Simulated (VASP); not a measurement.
# NaF (Villiaumite) (Fm-3m) in VASP: notebook, part 2 of 2

VASP 6.6.1.

## Step 4: Single point, r2SCAN

This run uses another cell than the first one, of 10.59 Å³/atom, 1.047 times its volume.

POSCAR

```
NaF
1.0
    2.1963123105      2.1963123105      0.0000000000
   -2.1963123105      2.1963123105      0.0000000000
    0.0000000000      2.1963123105      2.1963123105
Na F
1 1
Direct
    0.0000000000      0.0000000000      0.0000000000
    0.5000000000      0.5000000000      0.0000000000
```

INCAR.step1

```
PREC = Accurate
ENCUT = 520
ISMEAR = 0
SIGMA = 0.01
LREAL = F
LASPH = T
NELM = 100
NBANDS = 14
GGA = PE
ALGO = Normal
EDIFF = 1E-4
LWAVE = T
LCHARG = F
```

INCAR.step2

```
PREC = Accurate
ENCUT = 520
EDIFF = 1E-6
ISMEAR = 0
SIGMA = 0.01
LREAL = F
LASPH = T
NELM = 100
ALGO = Normal
ISIF = 2
LWAVE = F
LCHARG = F
METAGGA = R2SCAN
LMIXTAU = T
NBANDS = 14
ISTART = 1
```

KPOINTS

```
regular mesh
0
Gamma
  8 8 8
```

Potentials or basis: VASP PAW PBE potentials, release 64 (Na_pv, F).

Run with:

```
cat potpaw_PBE.64/Na_pv/POTCAR potpaw_PBE.64/F/POTCAR > POTCAR
cp INCAR.step1 INCAR
mpirun -np 1 vasp_std > vasp.out
cp INCAR.step2 INCAR
mpirun -np 1 vasp_std > vasp.out
```

OUTCAR:

```text
PREC = Accurate
   ENCUT = 520
   EDIFF = 1E-6
   ISMEAR = 0
   LREAL = F
   LASPH = T
   NELM = 100
   ISIF = 2
   METAGGA = R2SCAN
   ISTART = 1

 ion  position               nearest neighbor table
   1  0.000  0.000  0.000-   2 2.20   2 2.20   2 2.20   2 2.20   2 2.20   2 2.20
   2  0.500  0.500  0.000-   1 2.20   1 2.20   1 2.20   1 2.20   1 2.20   1 2.20

  LATTYP: Found a face centered cubic cell.
 ALAT       =     4.3926246210

  Lattice vectors:

 A1 = (   0.0000000000,   2.1963123105,   2.1963123105)
 A2 = (   2.1963123105,   0.0000000000,   2.1963123105)
 A3 = (   2.1963123105,   2.1963123105,   0.0000000000)

Analysis of symmetry for initial positions (statically):
=====================================================================
 Subroutine PRICEL returns:
 Original cell was already a primitive cell.

 Routine SETGRP: Setting up the symmetry group for a
 face centered cubic supercell.

 Subroutine GETGRP returns: Found 48 space group operations
 (whereof 48 operations were pure point group operations)
 out of a pool of 48 trial point group operations.

The static configuration has the point symmetry O_h .

Analysis of symmetry for dynamics (positions and initial velocities):
=====================================================================
 Subroutine PRICEL returns:
 Original cell was already a primitive cell.

 Routine SETGRP: Setting up the symmetry group for a
 face centered cubic supercell.

 Subroutine GETGRP returns: Found 48 space group operations
 (whereof 48 operations were pure point group operations)
 out of a pool of 48 trial point group operations.

The dynamic configuration has the point symmetry O_h .

 Subroutine INISYM returns: Found 48 space group operations
 (whereof 48 operations are pure point group operations),
 and found     1 'primitive' translations

----------------------------------------------------------------------------------------

                                     Primitive cell

  volume of cell :      21.1891

  direct lattice vectors                    reciprocal lattice vectors
     2.196312311  2.196312311  0.000000000     0.227654327  0.227654327 -0.227654327
    -2.196312311  2.196312311  0.000000000    -0.227654327  0.227654327 -0.227654327
     0.000000000  2.196312311  2.196312311     0.000000000  0.000000000  0.455308653

  length of vectors
     3.106054657  3.106054657  3.106054657     0.394308860  0.394308860  0.455308653

  position of ions in fractional coordinates (direct lattice)
     0.000000000  0.000000000  0.000000000
     0.500000000  0.500000000  0.000000000

  ion indices of the primitive-cell ions
   primitive index   ion index
                 1           1
                 2           2

----------------------------------------------------------------------------------------

 KPOINTS: regular mesh

Automatic generation of k-mesh.
 Grid dimensions read from file:
 generate k-points for:    8    8    8

 Generating k-lattice:

  Cartesian coordinates                     Fractional coordinates (reciprocal lattice)
[... 39 lines left out ...]
  0.375000  0.250000  0.125000     48.000000
  0.500000  0.250000  0.125000     24.000000
 [... further k-points ...]
   k-points           NKPTS =     29   k-points in BZ     NKDIM =     29   number of bands    NBANDS=     14
   number of dos      NEDOS =    301   number of ions     NIONS =      2
   total plane-waves  NPLWV =  13824
   dimension x,y,z NGX =    24 NGY =   24 NGZ =   24
   dimension x,y,z NGXF=    48 NGYF=   48 NGZF=   48
   ions per type =               1   1
   NGX,Y,Z   is equivalent  to a cutoff of  12.85, 12.85, 12.85 a.u.
   NGXF,Y,Z  is equivalent  to a cutoff of  25.69, 25.69, 25.69 a.u.
 SYSTEM =  unknown system
   PREC   = accura    normal or accurate (medium, high low for compatibility)
   ISTART =      1    job   : 0-new  1-cont  2-samecut
   ICHARG =      0    charge: 1-file 2-atom 10-const
   ISPIN  =      1    spin polarized calculation?
   LNONCOLLINEAR =      F non collinear calculations
   LSORBIT =      F    spin-orbit coupling
   LASPH  =      T    aspherical Exc in radial PAW
   ENCUT  =  520.0 eV  38.22 Ry    6.18 a.u.   5.78  5.78  5.78*2*pi/ulx,y,z
   NELM   =    100;   NELMIN=  2; NELMDL=  0     # of ELM steps
   EDIFF  = 0.1E-05   stopping-criterion for ELM
   LREAL  =      F    real-space projection
   EDIFFG = 0.1E-04   stopping-criterion for IOM
   NSW    =      0    number of steps for IOM
   IBRION =     -1    ionic relax: 0-MD 1-quasi-New 2-CG
   NFREE  =      0    steps in history (QN), initial steepest desc. (CG)
   ISIF   =      2    stress and relaxation
   ISYM   =      2    0-nonsym 1-usesym 2-fastsym
   POTIM  = 0.5000    time-step for ionic-motion
   TEBEG  =    0.0;   TEEND  =   0.0 temperature during run
   PSTRESS=    0.0 pullay stress
   NELECT =      14.0000    total number of electrons
   NUPDOWN=      -1.0000    fix difference up-down
   EMIN   =  10.00;   EMAX   =-10.00  energy-range for DOS
   EFERMI =   0.00;   METHOD = LEGACY
   ISMEAR =     0;   SIGMA  =   0.01  broadening in eV -4-tet -1-fermi 0-gaus
   EFERMI_NEDOS =   21; number of points for ismear=-14 and -15
   IALGO  =     38    algorithm
   IMIX   =      4    mixing-type and parameters
     AMIX     =   0.40;   BMIX     =  1.00
     AMIX_MAG =   1.60;   BMIX_MAG =  1.00
  volume/ion in A,a.u.               =      10.59        71.50
  Fermi-wavevector in a.u.,A,eV,Ry     =   1.425870  2.694505 27.662095  2.033107
  Thomas-Fermi vector in A             =   2.546208
   LORBIT       =      0    0 simple, 1 ext, 2 COOP (PROOUT), +10 PAW based schemes
   METAGGA = R2SCAN    functional components
   LHFCALC =     F    Hartree Fock is set to
   AEXX    =    0.0000 exact exchange contribution
   IVDW    =     0    specifies the selected vdW correction
   LEPSILON=     F    determine dielectric tensor
   LRPA    =     F    only Hartree local field effects (RPA)
 non-spin polarized calculation
 Gauss-broadening in eV      SIGMA  =   0.01
  energy-cutoff  :      520.00
  volume of cell :       21.19
 maximum number of plane-waves:       588
   NGX = 11   NGY = 11   NGZ = 11

 number of electron      13.9999997 magnetization

 Free energy of the ion-electron system (eV)
  ---------------------------------------------------
  ext. energy  EPLUGINS =         0.00000000
  ---------------------------------------------------
  free energy    TOTEN  =       -12.52899783 eV

  energy without entropy =      -12.52899783  energy(sigma->0) =      -12.52899783

 E-fermi :  -1.8475     XC(G=0): -10.6613

 val. band max:       -1.9596810214   @ k =   0.0000   0.0000   0.0000
 cond. band min:       6.2194495175   @ k =   0.0000   0.0000   0.0000
 fundamental gap:      8.1791305389
 Fermi energy:        -1.8475475016

 k-point     1 :       0.0000    0.0000    0.0000
  band No.  band energies     occupation
      1     -22.5585      2.00000
      2     -20.9959      2.00000
      3     -20.9957      2.00000
      4     -20.9955      2.00000
      5      -1.9597      2.00000
      6      -1.9597      2.00000
      7      -1.9597      2.00000
      8       6.2194      0.00000
      9      18.9798      0.00000
     10      18.9807      0.00000
     11      18.9815      0.00000
     12      22.0635      0.00000
     13      24.7817      0.00000
     14      24.7818      0.00000
[... 377 lines left out ...]
      1     -22.7515      2.00000
      2     -21.0836      2.00000
      3     -21.0458      2.00000
      4     -20.5730      2.00000
      5      -3.5459      2.00000
      6      -2.6830      2.00000
      7      -2.4100      2.00000
      8      11.8283      0.00000
      9      13.0358      0.00000
     10      18.2804      0.00000
     11      20.2228      0.00000
     12      23.2095      0.00000
     13      24.3882      0.00000
     14      29.9830      0.00000

 [... further k-points ...]

------------------------ aborting loop because EDIFF is reached ----------------------------------------

  FORCE on cell =-STRESS in cart. coord.  units (eV):
  Direction    XX          YY          ZZ          XY          YZ          ZX
  --------------------------------------------------------------------------------------
  -------------------------------------------------------------------------------------
  Total        1.2697283      1.2697283      1.2697283      0.0000000     -0.0000000     -0.0000000
  in kB       96.0083703     96.0083703     96.0083703      0.0000000     -0.0000000     -0.0000000
  external PRESSURE =      96.0083703 kB  Pullay stress =       0.0000000 kB

 VOLUME and BASIS-vectors are now :
 -----------------------------------------------------------------------------
  energy-cutoff  :      520.00
  volume of cell :       21.19
      direct lattice vectors                 reciprocal lattice vectors
     2.196312311  2.196312311  0.000000000     0.227654327  0.227654327 -0.227654327
    -2.196312311  2.196312311  0.000000000    -0.227654327  0.227654327 -0.227654327
     0.000000000  2.196312311  2.196312311     0.000000000  0.000000000  0.455308653

 POSITION                                       TOTAL-FORCE (eV/Angst)
 -----------------------------------------------------------------------------------
      0.00000      0.00000      0.00000         0.000000     -0.000000      0.000000
      0.00000      2.19631      0.00000        -0.000000      0.000000      0.000000
 -----------------------------------------------------------------------------------
    total drift:                                0.000000     -0.000000     -0.000000

  FREE ENERGIE OF THE ION-ELECTRON SYSTEM (eV)
  ---------------------------------------------------
  free  energy   TOTEN  =       -12.5289978334 eV

  energy  without entropy=      -12.5289978334  energy(sigma->0) =      -12.52899783
```

OUTCAR.step1:

```text
PREC = Accurate
   ENCUT = 520
   ISMEAR = 0
   LREAL = F
   LASPH = T
[... 628 lines left out ...]
 -----------------------------------------------------------------------------------
      0.00000      0.00000      0.00000         0.000000      0.000000      0.000000
      0.00000      2.19631      0.00000         0.000000     -0.000000      0.000000
 -----------------------------------------------------------------------------------
    total drift:                                0.000000     -0.000000     -0.000000

  FREE ENERGIE OF THE ION-ELECTRON SYSTEM (eV)
  ---------------------------------------------------
  free  energy   TOTEN  =        -8.3831530573 eV

  energy  without entropy=       -8.3831530573  energy(sigma->0) =       -8.38315306
```

It took 26 s on 1 thread of AMD EPYC 7R43 (Zen 3), shared host; peak memory 0.1 GiB.

What came out:

```yaml
Free_energy: -12.5290 eV
Pressure: 9.6 GPa
Band_gap_on_the_k_mesh: 8.18 eV, direct
```

Caveat: the PAW data sets were made with another functional, which shifts forces and pressure a little. r2SCAN opens gaps a little over a GGA but as a rule still falls short of measured ones.
